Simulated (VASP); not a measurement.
# Mg2GaO3 (P-3m1) in VASP: a series of runs

The runs below take Mg2GaO3 through single point, with PBE.

Program: VASP 6.6.1. These are calculated values, not measurements. Logs are shortened: lines on timing, memory, paths and dates and some standing lists are left out, and cuts for length are marked.

## Step 1: The cell of the first run

Symmetry: P-3m1, No. 164, trigonal system. The conventional cell has a = 3.923 Å, b = 3.923 Å, c = 6.294 Å, α = 90.00°, β = 90.00°, γ = 120.00°. Mg (site symmetry 3m) has 7 O at 2.35 to 2.74 Å and 3 Ga at 2.78 Å within 3.1 Å. Within 3.7 Å of Ga (site symmetry -3m) lie 6 Mg at 2.78 Å and 8 O at 3.15 to 3.18 Å. Within 3.1 Å of O (site symmetry 3m) lie 4 Mg at 2.35 to 2.46 Å and 6 O at 2.44 to 2.92 Å. O (site symmetry -3m) has 6 O at 2.44 Å and 6 Mg at 2.74 Å and 2 Ga at 3.15 Å within 3.2 Å.

## Step 2: Single point, PBE

INCAR

```
  PREC = Accurate
  ENCUT = 520
  EDIFF = 1E-6
  ISMEAR = 0
  SIGMA = 0.1
  LREAL = F
  LASPH = T
  NELM = 80
  ALGO = Normal
  ISIF = 2
  LWAVE = F
  LCHARG = F
  GGA = PE
  NBANDS = 26
```

KPOINTS

```
regular mesh
0
Gamma
  6 6 4
```

POSCAR

```
Mg2GaO3
1.0
    3.9225643074      0.0000000000      0.0000000000
   -1.9612821537      3.3970403382      0.0000000000
    0.0000000000      0.0000000000      6.2940400667
Mg Ga O
2 1 3
Direct
    0.3333333333      0.6666666667      0.2557500000
    0.6666666667      0.3333333333      0.7442500000
    0.0000000000      0.0000000000      0.0000000000
    0.3333333333      0.6666666667      0.6460000000
    0.6666666667      0.3333333333      0.3540000000
    0.0000000000      0.0000000000      0.5000000000
```

Potentials or basis: VASP PAW PBE potentials, release 64 (Mg, Ga_d, O).

The run is started by

```console
$ cat potpaw_PBE.64/Mg/POTCAR potpaw_PBE.64/Ga_d/POTCAR potpaw_PBE.64/O/POTCAR > POTCAR
$ mpirun -np 1 vasp_std > vasp.out
```

OUTCAR:

```text
PREC = Accurate
   ENCUT = 520
   EDIFF = 1E-6
   ISMEAR = 0
   LREAL = F
   LASPH = T
   NELM = 80
   ISIF = 2
   GGA = PE

 ion  position               nearest neighbor table
   1  0.333  0.667  0.256-   5 2.35   5 2.35   5 2.35   4 2.46   6 2.74   6 2.74   6 2.74   3 2.78
                             3 2.78   3 2.78
   2  0.667  0.333  0.744-   4 2.35   4 2.35   4 2.35   5 2.46   6 2.74   6 2.74   6 2.74   3 2.78
                             3 2.78   3 2.78
   3  0.000  0.000  0.000-   1 2.78   2 2.78   2 2.78   1 2.78   2 2.78   1 2.78
   4  0.333  0.667  0.646-   2 2.35   2 2.35   2 2.35   1 2.46
   5  0.667  0.333  0.354-   1 2.35   1 2.35   1 2.35   2 2.46
   6  0.000  0.000  0.500-   1 2.74   2 2.74   2 2.74   1 2.74   2 2.74   1 2.74

  LATTYP: Found a hexagonal cell.
 ALAT       =     3.9225643074
 C/A-ratio  =     1.6045728186

  Lattice vectors:

 A1 = (   3.9225643074,   0.0000000000,   0.0000000000)
 A2 = (  -1.9612821537,   3.3970403382,   0.0000000000)
 A3 = (   0.0000000000,   0.0000000000,   6.2940400667)

Analysis of symmetry for initial positions (statically):
=====================================================================
 Subroutine PRICEL returns:
 Original cell was already a primitive cell.

 Routine SETGRP: Setting up the symmetry group for a
 hexagonal supercell.

 Subroutine GETGRP returns: Found 12 space group operations
 (whereof 12 operations were pure point group operations)
 out of a pool of 24 trial point group operations.

The static configuration has the point symmetry D_3d.

Analysis of symmetry for dynamics (positions and initial velocities):
=====================================================================
 Subroutine PRICEL returns:
 Original cell was already a primitive cell.

 Routine SETGRP: Setting up the symmetry group for a
 hexagonal supercell.

 Subroutine GETGRP returns: Found 12 space group operations
 (whereof 12 operations were pure point group operations)
 out of a pool of 24 trial point group operations.

The dynamic configuration has the point symmetry D_3d.

 Subroutine INISYM returns: Found 12 space group operations
 (whereof 12 operations are pure point group operations),
 and found     1 'primitive' translations

----------------------------------------------------------------------------------------

                                     Primitive cell

  volume of cell :      83.8688

  direct lattice vectors                    reciprocal lattice vectors
     3.922564307  0.000000000  0.000000000     0.254935272  0.147186948  0.000000000
    -1.961282154  3.397040338  0.000000000     0.000000000  0.294373896  0.000000000
     0.000000000  0.000000000  6.294040067     0.000000000  0.000000000  0.158880463

  length of vectors
     3.922564307  3.922564307  6.294040067     0.294373896  0.294373896  0.158880463

  position of ions in fractional coordinates (direct lattice)
     0.333333333  0.666666667  0.255750000
     0.666666667  0.333333333  0.744250000
     0.000000000  0.000000000  0.000000000
     0.333333333  0.666666667  0.646000000
     0.666666667  0.333333333  0.354000000
     0.000000000  0.000000000  0.500000000

  ion indices of the primitive-cell ions
   primitive index   ion index
                 1           1
                 2           2
                 3           3
                 4           4
                 5           5
                 6           6

----------------------------------------------------------------------------------------

 KPOINTS: regular mesh

Automatic generation of k-mesh.
 Grid dimensions read from file:
 generate k-points for:    6    6    4

 Generating k-lattice:

  Cartesian coordinates                     Fractional coordinates (reciprocal lattice)
     0.042489212  0.024531158  0.000000000     0.166666667  0.000000000  0.000000000
     0.000000000  0.049062316  0.000000000     0.000000000  0.166666667  0.000000000
     0.000000000  0.000000000  0.039720116     0.000000000  0.000000000  0.250000000

  Length of vectors
     0.049062316  0.049062316  0.039720116

  Shift w.r.t. Gamma in fractional coordinates (k-lattice)
     0.000000000  0.000000000  0.000000000

 Subroutine IBZKPT returns following result:
 ===========================================

 Found     24 irreducible k-points:

 Following reciprocal coordinates:
            Coordinates               Weight
  0.000000  0.000000  0.000000      1.000000
  0.166667  0.000000  0.000000      6.000000
  0.333333 -0.000000  0.000000      6.000000
  0.500000  0.000000  0.000000      3.000000
  0.166667  0.166667  0.000000      6.000000
  0.333333  0.166667  0.000000     12.000000
[... 16 lines left out ...]
  0.333333  0.166667  0.500000     12.000000
  0.333333  0.333333  0.500000      2.000000
   k-points           NKPTS =     24   k-points in BZ     NKDIM =     24   number of bands    NBANDS=     26
   number of dos      NEDOS =    301   number of ions     NIONS =      6
   total plane-waves  NPLWV =  43200
   dimension x,y,z NGX =    30 NGY =   30 NGZ =   48
   dimension x,y,z NGXF=    60 NGYF=   60 NGZF=   96
   ions per type =               2   1   3
   NGX,Y,Z   is equivalent  to a cutoff of  12.71, 12.71, 12.68 a.u.
   NGXF,Y,Z  is equivalent  to a cutoff of  25.43, 25.43, 25.36 a.u.
 SYSTEM =  unknown system
   PREC   = accura    normal or accurate (medium, high low for compatibility)
   ISTART =      0    job   : 0-new  1-cont  2-samecut
   ICHARG =      2    charge: 1-file 2-atom 10-const
   ISPIN  =      1    spin polarized calculation?
   LNONCOLLINEAR =      F non collinear calculations
   LSORBIT =      F    spin-orbit coupling
   LASPH  =      T    aspherical Exc in radial PAW
   ENCUT  =  520.0 eV  38.22 Ry    6.18 a.u.   7.29  7.29 11.70*2*pi/ulx,y,z
   NELM   =     80;   NELMIN=  2; NELMDL= -5     # of ELM steps
   EDIFF  = 0.1E-05   stopping-criterion for ELM
   LREAL  =      F    real-space projection
[... 7 lines left out ...]
   TEBEG  =    0.0;   TEEND  =   0.0 temperature during run
   PSTRESS=    0.0 pullay stress
   NELECT =      35.0000    total number of electrons
   NUPDOWN=      -1.0000    fix difference up-down
   EMIN   =  10.00;   EMAX   =-10.00  energy-range for DOS
   EFERMI =   0.00;   METHOD = LEGACY
   ISMEAR =     0;   SIGMA  =   0.10  broadening in eV -4-tet -1-fermi 0-gaus
   EFERMI_NEDOS =   21; number of points for ismear=-14 and -15
   IALGO  =     38    algorithm
   IMIX   =      4    mixing-type and parameters
     AMIX     =   0.40;   BMIX     =  1.00
     AMIX_MAG =   1.60;   BMIX_MAG =  1.00
  volume/ion in A,a.u.               =      13.98        94.33
  Fermi-wavevector in a.u.,A,eV,Ry     =   1.223388  2.311867 20.363531  1.496677
  Thomas-Fermi vector in A             =   2.358500
   LORBIT       =      0    0 simple, 1 ext, 2 COOP (PROOUT), +10 PAW based schemes
   GGA     = PE    functional components
   LHFCALC =     F    Hartree Fock is set to
   AEXX    =    0.0000 exact exchange contribution
   IVDW    =     0    specifies the selected vdW correction
   LEPSILON=     F    determine dielectric tensor
   LRPA    =     F    only Hartree local field effects (RPA)
 non-spin polarized calculation
 Gauss-broadening in eV      SIGMA  =   0.10
  energy-cutoff  :      520.00
  volume of cell :       83.87
 maximum number of plane-waves:      2297
 NGX is ok and might be reduce to    30
   NGX = 15   NGY = 15   NGZ = 23

 number of electron      34.9999989 magnetization

 Free energy of the ion-electron system (eV)
  ---------------------------------------------------
  ext. energy  EPLUGINS =         0.00000000
  ---------------------------------------------------
  free energy    TOTEN  =       -22.64581906 eV

  energy without entropy =      -22.59872529  energy(sigma->0) =      -22.62227217

 E-fermi :   2.5628     XC(G=0): -10.0148

 val. band max:        2.5324907998   @ k =   0.3333   0.1667   0.5000
 cond. band min:       2.5722754519   @ k =  -0.1667   0.5000   0.2500
 fundamental gap:      0.0397846521
 Fermi energy:         2.5627885154

 k-point     1 :       0.0000    0.0000    0.0000
  band No.  band energies     occupation
      1     -15.0780      2.00000
      2     -13.6074      2.00000
      3     -12.6406      2.00000
      4     -12.5507      2.00000
      5     -12.5507      2.00000
      6     -12.5183      2.00000
[... 18 lines left out ...]
     25       9.9125      0.00000
     26      11.3644      0.00000

 k-point     2 :       0.1667    0.0000    0.0000
  band No.  band energies     occupation
      1     -14.9331      2.00000
      2     -13.6178      2.00000
      3     -12.7703      2.00000
      4     -12.5526      2.00000
      5     -12.5498      2.00000
      6     -12.5241      2.00000
[... 18 lines left out ...]
     25      10.8455      0.00000
     26      11.9591      0.00000

 k-point     3 :       0.3333   -0.0000    0.0000
  band No.  band energies     occupation
      1     -14.5400      2.00000
      2     -13.6862      2.00000
      3     -13.1042      2.00000
      4     -12.5575      2.00000
      5     -12.5489      2.00000
      6     -12.5206      2.00000
[... 18 lines left out ...]
     25      11.4430      0.00000
     26      12.7779      0.00000

 k-point     4 :       0.5000    0.0000    0.0000
  band No.  band energies     occupation
      1     -14.1110      2.00000
      2     -13.9296      2.00000
      3     -13.2976      2.00000
      4     -12.5603      2.00000
      5     -12.5488      2.00000
      6     -12.5180      2.00000
[... 18 lines left out ...]
     25      11.5561      0.00000
     26      12.4212      0.00000
[... 496 lines left out ...]
      1     -14.6529      2.00000
      2     -13.6536      2.00000
      3     -13.0166      2.00000
      4     -12.5534      2.00000
      5     -12.5499      2.00000
      6     -12.5315      2.00000
[... 18 lines left out ...]
     25      10.7178      0.00000
     26      12.5790      0.00000

 k-point    23 :       0.3333    0.1667    0.5000
  band No.  band energies     occupation
      1     -14.2030      2.00000
      2     -13.7657      2.00000
      3     -13.3589      2.00000
      4     -12.5569      2.00000
      5     -12.5501      2.00000
      6     -12.5268      2.00000
[... 18 lines left out ...]
     25      11.9029      0.00000
     26      13.6427      0.00000

 k-point    24 :       0.3333    0.3333    0.5000
  band No.  band energies     occupation
      1     -13.8080      2.00000
      2     -13.8080      2.00000
      3     -13.7152      2.00000
      4     -12.5535      2.00000
      5     -12.5535      2.00000
      6     -12.5238      2.00000
[... 18 lines left out ...]
     25      12.3287      0.00000
     26      13.9468      0.00000

------------------------ aborting loop because EDIFF is reached ----------------------------------------

  FORCE on cell =-STRESS in cart. coord.  units (eV):
  Direction    XX          YY          ZZ          XY          YZ          ZX
  --------------------------------------------------------------------------------------
  -------------------------------------------------------------------------------------
  Total       -3.7914858     -3.7914858     -5.6393284      0.0000000      0.0000000      0.0000000
  in kB      -72.4302085    -72.4302085   -107.7302561      0.0000000      0.0000000      0.0000000
  external PRESSURE =     -84.1968910 kB  Pullay stress =       0.0000000 kB

 VOLUME and BASIS-vectors are now :
 -----------------------------------------------------------------------------
  energy-cutoff  :      520.00
  volume of cell :       83.87
      direct lattice vectors                 reciprocal lattice vectors
     3.922564307  0.000000000  0.000000000     0.254935272  0.147186948  0.000000000
    -1.961282154  3.397040338  0.000000000     0.000000000  0.294373896  0.000000000
     0.000000000  0.000000000  6.294040067     0.000000000  0.000000000  0.158880463

 POSITION                                       TOTAL-FORCE (eV/Angst)
 -----------------------------------------------------------------------------------
     -0.00000      2.26469      1.60970         0.000000      0.000000      3.870730
      1.96128      1.13235      4.68434        -0.000000      0.000000     -3.870730
      0.00000      0.00000      0.00000         0.000000      0.000000      0.000000
     -0.00000      2.26469      4.06595        -0.000000      0.000000      2.240742
      1.96128      1.13235      2.22809         0.000000     -0.000000     -2.240742
      0.00000      0.00000      3.14702         0.000000      0.000000      0.000000
 -----------------------------------------------------------------------------------
    total drift:                                0.000000     -0.000000      0.000000

  FREE ENERGIE OF THE ION-ELECTRON SYSTEM (eV)
  ---------------------------------------------------
  free  energy   TOTEN  =       -22.6458190550 eV

  energy  without entropy=      -22.5987252860  energy(sigma->0) =      -22.62227217
```

Run time: 27 s. Hardware: 1 thread of Intel Xeon 6975P-C (Granite Rapids), shared host; peak memory 0.22 GiB.

What came out:

| Property | Result |
| --- | --- |
| Free energy | -22.6458 eV |
| Pressure | -8.4 GPa |
| Largest force | 3.871 eV/Å |

Forces in eV/Å, atoms in the order of the input:
```
Mg   0.000  0.000  3.871
Mg   0.000  0.000 -3.871
Ga   0.000  0.000  0.000
O    0.000  0.000  2.241
O    0.000  0.000 -2.241
O    0.000  0.000  0.000
```

Stress tensor (GPa, compression positive):
```
 -7.24   0.00   0.00
  0.00  -7.24   0.00
  0.00   0.00 -10.77
```

Levels at points of the mesh, in eV from the Fermi level:
```tsv
k point	band 16	band 17	band 18	band 19	band 20	band 21
(0.00, 0.00, 0.00)	-1.20	-0.15	-0.15	1.95	3.51	3.51
(0.50, 0.00, 0.00)	-1.02	0.08	0.16	0.22	2.11	2.62
(0.00, 0.00, 0.50)	-0.91	-0.17	-0.17	0.34	3.41	3.41
(0.50, 0.00, 0.50)	-0.82	-0.61	0.22	0.27	2.11	2.16
```

Caveat: an odd number of electrons without spin polarisation forces a metal; a magnetic or distorted state may lie lower.

## Step 3: Single point, PBE

This run uses another cell than the first one, of 10.52 Å³/atom, 0.753 times its volume.

INCAR

```
PREC     = Accurate       # precision mode
ENCUT    = 520            # plane-wave cutoff, eV
EDIFF    = 1E-6           # SCF threshold, eV
ISMEAR   = 0              # smearing method
SIGMA    = 0.1            # smearing width, eV
LREAL    = False          # projectors in reciprocal space
LASPH    = True           # aspherical terms in the spheres
NELM     = 60             # most SCF steps
ALGO     = Normal         # electronic algorithm
ISIF     = 2              # what is computed and relaxed
LWAVE    = False          # write WAVECAR
LCHARG   = False          # write CHGCAR
GGA      = PE             # functional
NBANDS   = 26             # bands
```

KPOINTS

```
regular mesh
0
Gamma
  12 12 6
```

POSCAR

```
Mg2GaO3
1.0
    3.0765776084      0.0000000000      0.0000000000
   -1.5382888042      2.6643943656      0.0000000000
    0.0000000000      0.0000000000      7.7010062565
Mg Ga O
2 1 3
Direct
    0.3333333333      0.6666666667      0.3415317319
    0.6666666667      0.3333333333      0.6584682681
    0.0000000000      0.0000000000      0.0000000000
    0.3333333333      0.6666666667      0.8132524345
    0.6666666667      0.3333333333      0.1867475655
    0.0000000000      0.0000000000      0.5000000000
```

Potentials or basis: VASP PAW PBE potentials, release 64 (Mg, Ga_d, O).

The run is started by

```console
$ cat potpaw_PBE.64/Mg/POTCAR potpaw_PBE.64/Ga_d/POTCAR potpaw_PBE.64/O/POTCAR > POTCAR
$ mpirun -np 1 vasp_std > vasp.out
```

Wall time 56 s (1 thread of Intel Xeon 6975P-C (Granite Rapids), shared host); peak memory 0.29 GiB.

Results (log left out):

| Item | Value |
| --- | --- |
| Free energy | -32.8366 eV |
| Pressure | -0.3 GPa |
| Largest force | 0.045 eV/Å |

Forces on the atoms (eV/Å):
```
Mg   0.000  0.000  0.008
Mg   0.000  0.000 -0.008
Ga   0.000  0.000  0.000
O    0.000  0.000 -0.045
O    0.000  0.000  0.045
O    0.000  0.000  0.000
```

Levels at points of the mesh, in eV from the Fermi level:
```csv
k point,band 15,band 16,band 17,band 18,band 19,band 20,band 21,band 22
"(0.00, 0.00, 0.00)",-3.70,-3.42,-3.42,-1.85,2.10,3.05,6.50,8.54
"(0.50, 0.00, 0.00)",-4.54,-4.13,-4.08,-0.16,2.16,5.36,5.86,5.96
"(0.00, 0.00, 0.50)",-3.78,-3.40,-3.40,-0.80,1.25,3.35,6.74,8.83
"(0.50, 0.00, 0.50)",-4.44,-3.88,-3.87,0.04,1.75,5.54,5.93,6.33
```

Caveat: an odd number of electrons without spin polarisation forces a metal; a magnetic or distorted state may lie lower.
